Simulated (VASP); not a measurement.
Write the native input for VASP 6.6.1 that does the following.

| Quantity | Value |
| --- | --- |
| Task | single point |
| Functional | r2SCAN |
| Potentials or basis | VASP PAW PBE potentials, release 64 (Ti_sv, O) |
| Cutoff | 520 eV |
| k mesh | 6 × 6 × 6 |
| Occupations | gaussian, width 0.1 eV |
| Spin | no spin polarisation |
| Dipole correction | no |
| Further INCAR settings | ALGO = Normal; EDIFF = 1e-06; NBANDS = 23 |

TiO3:

```xyz
4
Lattice="3.1821 0.0000 0.0000 0.0000 3.1821 0.0000 0.0000 0.0000 3.1821" Properties=species:S:1:pos:R:3 pbc="T T T"
Ti    0.0000    0.0000    0.0000
O     0.0000    1.5910    1.5910
O     1.5910    0.0000    1.5910
O     1.5910    1.5910    0.0000
```

One way to write it, as run:

POSCAR

```
TiO3
1.0
    3.1820556788      0.0000000000      0.0000000000
    0.0000000000      3.1820556788      0.0000000000
    0.0000000000      0.0000000000      3.1820556788
Ti O
1 3
Direct
    0.0000000000      0.0000000000      0.0000000000
    0.0000000000      0.5000000000      0.5000000000
    0.5000000000      0.0000000000      0.5000000000
    0.5000000000      0.5000000000      0.0000000000
```

INCAR.step1

```
SYSTEM = TiO3
PREC = Accurate
ENCUT = 520
ISMEAR = 0
SIGMA = 0.1
LREAL = .FALSE.
LASPH = .TRUE.
NELM = 60
NBANDS = 23
GGA = PE
ALGO = Normal
EDIFF = 1E-4
LWAVE = .TRUE.
LCHARG = .FALSE.
```

INCAR.step2

```
SYSTEM = TiO3
PREC = Accurate
ENCUT = 520
EDIFF = 1E-6
ISMEAR = 0
SIGMA = 0.1
LREAL = .FALSE.
LASPH = .TRUE.
NELM = 60
ALGO = Normal
ISIF = 2
LWAVE = .FALSE.
LCHARG = .FALSE.
METAGGA = R2SCAN
LMIXTAU = .TRUE.
NBANDS = 23
ISTART = 1
```

KPOINTS

```
regular mesh
0
G
  6 6 6
  0 0 0
```

Potentials or basis: VASP PAW PBE potentials, release 64 (Ti_sv, O).

Run with:

```bash
$ cat potpaw_PBE.64/Ti_sv/POTCAR potpaw_PBE.64/O/POTCAR > POTCAR
$ cp INCAR.step1 INCAR
$ mpirun -np 1 vasp_std > vasp.out
$ cp INCAR.step2 INCAR
$ mpirun -np 1 vasp_std > vasp.out
```

It gave:

* Pressure: 1.2 GPa
* Band gap on the k mesh: zero (bands 15 and 16 overlap by 1.40 eV)

Caveat: the PAW data sets were made with another functional, which shifts forces and pressure a little; semilocal functionals often make such compounds metallic where correlation or magnetic order opens a gap, which also shifts bond lengths.

Wall time 20 s on 1 thread of Intel(R) Xeon(R) 6975P-C (Granite Rapids) (shared host), peak memory 0.14 GiB.
